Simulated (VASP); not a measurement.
# Zn2SiN3 (P6/mmm) in VASP: a series of runs, part 2 of 2

VASP 6.6.1.

### Step 3. Single point, PBE, collinear spin, ferromagnetic start

INCAR reads:

```
ALGO = Normal
EDIFF = 1E-7
ENCUT = 520
GGA = PE
ISIF = 2
ISMEAR = 0
ISPIN = 2
LASPH = True
LCHARG = False
LORBIT = 11
LREAL = False
LWAVE = False
MAGMOM = 0 0 0 1 1 1
NBANDS = 34
NELM = 150
PREC = Accurate
SIGMA = 0.1
```

KPOINTS reads:

```
k-points
0
Gamma
  6 6 6
```

POSCAR reads:

```
Zn2SiN3
1.0
    5.2697872898      0.0000000000      0.0000000000
   -2.6348936449      4.5637696655      0.0000000000
    0.0000000000      0.0000000000      2.9069219832
Zn Si N
2 1 3
Direct
    0.3333333333      0.6666666667      0.0000000000
    0.6666666667      0.3333333333      0.0000000000
    0.0000000000      0.0000000000      0.0000000000
    0.5000000000      0.0000000000      0.5000000000
    0.0000000000      0.5000000000      0.5000000000
    0.5000000000      0.5000000000      0.5000000000
```

Potentials or basis: VASP PAW PBE potentials, release 64 (Zn, Si, N).

Command:

```bash
cat potpaw_PBE.64/Zn/POTCAR potpaw_PBE.64/Si/POTCAR potpaw_PBE.64/N/POTCAR > POTCAR
mpirun -np 1 vasp_std > vasp.out
```

OUTCAR:

```text
EDIFF = 1E-7
   ENCUT = 520
   GGA = PE
   ISIF = 2
   ISMEAR = 0
   ISPIN = 2
   LASPH = True
   LORBIT = 11
   LREAL = False
   NELM = 150
   PREC = Accurate

 ion  position               nearest neighbor table
   1  0.333  0.667  0.000-   4 2.10   4 2.10   5 2.10   5 2.10   6 2.10   6 2.10   2 3.04   3 3.04
                             2 3.04   3 3.04   3 3.04   2 3.04
   2  0.667  0.333  0.000-   4 2.10   4 2.10   5 2.10   5 2.10   6 2.10   6 2.10   1 3.04   3 3.04
                             1 3.04   3 3.04   3 3.04   1 3.04
   3  0.000  0.000  0.000-   1 3.04   2 3.04   1 3.04   2 3.04   2 3.04   1 3.04
   4  0.500  0.000  0.500-   1 2.10   2 2.10   1 2.10   2 2.10
   5  0.000  0.500  0.500-   1 2.10   2 2.10   1 2.10   2 2.10
   6  0.500  0.500  0.500-   1 2.10   2 2.10   1 2.10   2 2.10

  LATTYP: Found a hexagonal cell.
 ALAT       =     5.2697872898
 C/A-ratio  =     0.5516203640

  Lattice vectors:

 A1 = (   5.2697872898,   0.0000000000,   0.0000000000)
 A2 = (  -2.6348936449,   4.5637696655,   0.0000000000)
 A3 = (   0.0000000000,   0.0000000000,   2.9069219832)

Analysis of symmetry for initial positions (statically):
=====================================================================
 Subroutine PRICEL returns:
 Original cell was already a primitive cell.

 Routine SETGRP: Setting up the symmetry group for a
 hexagonal supercell.

 Subroutine GETGRP returns: Found 24 space group operations
 (whereof 24 operations were pure point group operations)
 out of a pool of 24 trial point group operations.

The static configuration has the point symmetry D_6h.

Analysis of symmetry for dynamics (positions and initial velocities):
=====================================================================
 Subroutine PRICEL returns:
 Original cell was already a primitive cell.

 Routine SETGRP: Setting up the symmetry group for a
 hexagonal supercell.

 Subroutine GETGRP returns: Found 24 space group operations
 (whereof 24 operations were pure point group operations)
 out of a pool of 24 trial point group operations.

The dynamic configuration has the point symmetry D_6h.

Analysis of structural, dynamic, and magnetic symmetry:
=====================================================================
 Subroutine PRICEL returns:
 Original cell was already a primitive cell.

 Routine SETGRP: Setting up the symmetry group for a
 hexagonal supercell.

 Subroutine GETGRP returns: Found 24 space group operations
 (whereof 24 operations were pure point group operations)
 out of a pool of 24 trial point group operations.

The overall configuration has the point symmetry D_6h.

 Subroutine INISYM returns: Found 24 space group operations
 (whereof 24 operations are pure point group operations),
 and found     1 'primitive' translations

----------------------------------------------------------------------------------------

                                     Primitive cell

  volume of cell :      69.9118

  direct lattice vectors                    reciprocal lattice vectors
     5.269787290  0.000000000  0.000000000     0.189760980  0.109558553  0.000000000
    -2.634893645  4.563769665  0.000000000     0.000000000  0.219117106  0.000000000
     0.000000000  0.000000000  2.906921983     0.000000000  0.000000000  0.344006480

  length of vectors
     5.269787290  5.269787290  2.906921983     0.219117106  0.219117106  0.344006480

[... 96 lines left out ...]
   POTIM  = 0.5000    time-step for ionic-motion
   TEBEG  =    0.0;   TEEND  =   0.0 temperature during run
   PSTRESS=    0.0 pullay stress
   NELECT =      43.0000    total number of electrons
   NUPDOWN=      -1.0000    fix difference up-down
   EMIN   =  10.00;   EMAX   =-10.00  energy-range for DOS
   EFERMI =   0.00;   METHOD = LEGACY
   ISMEAR =     0;   SIGMA  =   0.10  broadening in eV -4-tet -1-fermi 0-gaus
   EFERMI_NEDOS =   21; number of points for ismear=-14 and -15
   IALGO  =     38    algorithm
   IMIX   =      4    mixing-type and parameters
     AMIX     =   0.40;   BMIX     =  1.00
     AMIX_MAG =   1.60;   BMIX_MAG =  1.00
  volume/ion in A,a.u.               =      11.65        78.63
  Fermi-wavevector in a.u.,A,eV,Ry     =   1.392240  2.630953 26.372629  1.938334
  Thomas-Fermi vector in A             =   2.516002
   LORBIT       =     11    0 simple, 1 ext, 2 COOP (PROOUT), +10 PAW based schemes
   GGA     = PE    functional components
   LHFCALC =     F    Hartree Fock is set to
   AEXX    =    0.0000 exact exchange contribution
   IVDW    =     0    specifies the selected vdW correction
   LEPSILON=     F    determine dielectric tensor
   LRPA    =     F    only Hartree local field effects (RPA)
 spin polarized calculation
 Gauss-broadening in eV      SIGMA  =   0.10
  energy-cutoff  :      520.00
  volume of cell :       69.91
 maximum number of plane-waves:      1906
 NGX is ok and might be reduce to    40
   NGX = 19   NGY = 19   NGZ = 11

 number of electron      43.0000002 magnetization       0.0001924

 Free energy of the ion-electron system (eV)
  ---------------------------------------------------
  ext. energy  EPLUGINS =         0.00000000
  ---------------------------------------------------
  free energy    TOTEN  =       -23.91494530 eV

  energy without entropy =      -23.89858948  energy(sigma->0) =      -23.90676739

 E-fermi :   4.3622     XC(G=0): -11.4496

 val. band max:        4.3605745908   @ k =   0.3333   0.0000   0.5000
 cond. band min:       4.4075797363   @ k =   0.1667   0.1667   0.5000
 fundamental gap:      0.0470051455
 Fermi energy:         4.3622362468

 spin component 1

 k-point     1 :       0.0000    0.0000    0.0000
  band No.  band energies     occupation
      1     -11.6914      1.00000
      2      -8.9945      1.00000
      3      -8.9945      1.00000
      4      -4.0792      1.00000
      5      -3.4773      1.00000
      6      -2.5169      1.00000
[... 853 lines left out ...]
     32      14.5045      0.00000
     33      16.6663      0.00000

 [... further k-points ...]

 spin component 2

 k-point     1 :       0.0000    0.0000    0.0000
  band No.  band energies     occupation
      1     -11.6914      1.00000
      2      -8.9944      1.00000
      3      -8.9944      1.00000
      4      -4.0792      1.00000
      5      -3.4773      1.00000
      6      -2.5169      1.00000
[... 853 lines left out ...]
     32      14.5045      0.00000
     33      16.6663      0.00000

 [... further k-points ...]

 [bands above 33 left out]

------------------------ aborting loop because EDIFF is reached ----------------------------------------

  FORCE on cell =-STRESS in cart. coord.  units (eV):
  Direction    XX          YY          ZZ          XY          YZ          ZX
  --------------------------------------------------------------------------------------
  -------------------------------------------------------------------------------------
  Total        0.1984412      0.1984412      0.5704264      0.0000000      0.0000000      0.0000000
  in kB        4.5477046      4.5477046     13.0725422      0.0000000      0.0000000      0.0000000
  external PRESSURE =       7.3893171 kB  Pullay stress =       0.0000000 kB

 VOLUME and BASIS-vectors are now :
 -----------------------------------------------------------------------------
  energy-cutoff  :      520.00
  volume of cell :       69.91
      direct lattice vectors                 reciprocal lattice vectors
     5.269787290  0.000000000  0.000000000     0.189760980  0.109558553  0.000000000
    -2.634893645  4.563769665  0.000000000     0.000000000  0.219117106  0.000000000
     0.000000000  0.000000000  2.906921983     0.000000000  0.000000000  0.344006480

 POSITION                                       TOTAL-FORCE (eV/Angst)
 -----------------------------------------------------------------------------------
     -0.00000      3.04251      0.00000         0.000000      0.000000     -0.000000
      2.63489      1.52126      0.00000        -0.000000      0.000000      0.000000
      0.00000      0.00000      0.00000         0.000000      0.000000      0.000000
      2.63489      0.00000      1.45346         0.000000      0.000000      0.000000
     -1.31745      2.28188      1.45346         0.000000      0.000000      0.000000
      1.31745      2.28188      1.45346         0.000000      0.000000      0.000000
 -----------------------------------------------------------------------------------
    total drift:                                0.000000     -0.000000      0.000000

  FREE ENERGIE OF THE ION-ELECTRON SYSTEM (eV)
  ---------------------------------------------------
  free  energy   TOTEN  =       -23.9149453013 eV

  energy  without entropy=      -23.8985894792  energy(sigma->0) =      -23.90676739

 total charge

# of ion       s       p       d       tot
------------------------------------------
    1        0.488   0.544   9.830  10.863
    2        0.488   0.544   9.830  10.863
    3        0.998   0.417   0.000   1.414
    4        1.330   2.188   0.000   3.518
    5        1.330   2.188   0.000   3.518
    6        1.330   2.188   0.000   3.518
--------------------------------------------------
tot          5.965   8.070  19.661  33.696

 magnetization (x)

# of ion       s       p       d       tot
------------------------------------------
    1       -0.000  -0.000   0.000  -0.000
    2       -0.000  -0.000   0.000  -0.000
    3       -0.000  -0.000   0.000  -0.000
    4        0.000   0.000   0.000   0.000
    5        0.000   0.000   0.000   0.000
    6        0.000   0.000   0.000   0.000
--------------------------------------------------
tot         -0.000   0.000   0.000   0.000
```

Run time: 2.1 min. Hardware: 1 thread of Intel Xeon Platinum 8488C (Sapphire Rapids), shared host; peak memory 0.27 GiB.

Results:

| Quantity | Value |
| --- | --- |
| Free energy | -23.9149 eV |
| Pressure | 0.7 GPa |
| Net moment | 0.00 μB per cell |
| Valence electrons inside the program's atomic spheres | Zn 10.86; Si 1.41; N 3.52 |

Levels at points of the mesh, in eV from the Fermi level:
Spin up:
| k point | band 18 | band 19 | band 20 | band 21 | band 22 | band 23 | band 24 | band 25 |
| --- | --- | --- | --- | --- | --- | --- | --- | --- |
| (0.00, 0.00, 0.00) | -1.82 | 0.19 | 0.19 | 0.28 | 0.68 | 0.68 | 3.21 | 3.21 |
| (0.50, 0.00, 0.00) | -2.33 | -1.01 | -0.76 | -0.22 | 0.19 | 0.40 | 0.67 | 2.65 |
| (0.00, 0.00, 0.50) | -3.30 | -2.16 | -2.16 | -2.13 | 0.60 | 0.60 | 0.73 | 1.27 |
| (0.50, 0.00, 0.50) | -3.18 | -2.87 | -1.35 | -1.13 | -0.41 | 0.64 | 1.21 | 2.05 |
Spin down:
| k point | band 19 | band 20 | band 21 | band 22 | band 23 | band 24 |
| --- | --- | --- | --- | --- | --- | --- |
| (0.00, 0.00, 0.00) | 0.19 | 0.19 | 0.28 | 0.68 | 0.68 | 3.21 |
| (0.50, 0.00, 0.00) | -1.01 | -0.76 | -0.22 | 0.19 | 0.40 | 0.67 |
| (0.00, 0.00, 0.50) | -2.16 | -2.16 | -2.13 | 0.60 | 0.60 | 0.73 |
| (0.50, 0.00, 0.50) | -2.87 | -1.35 | -1.13 | -0.41 | 0.64 | 1.21 |

Caveat: the k points lie up to 0.36 Å⁻¹ apart.
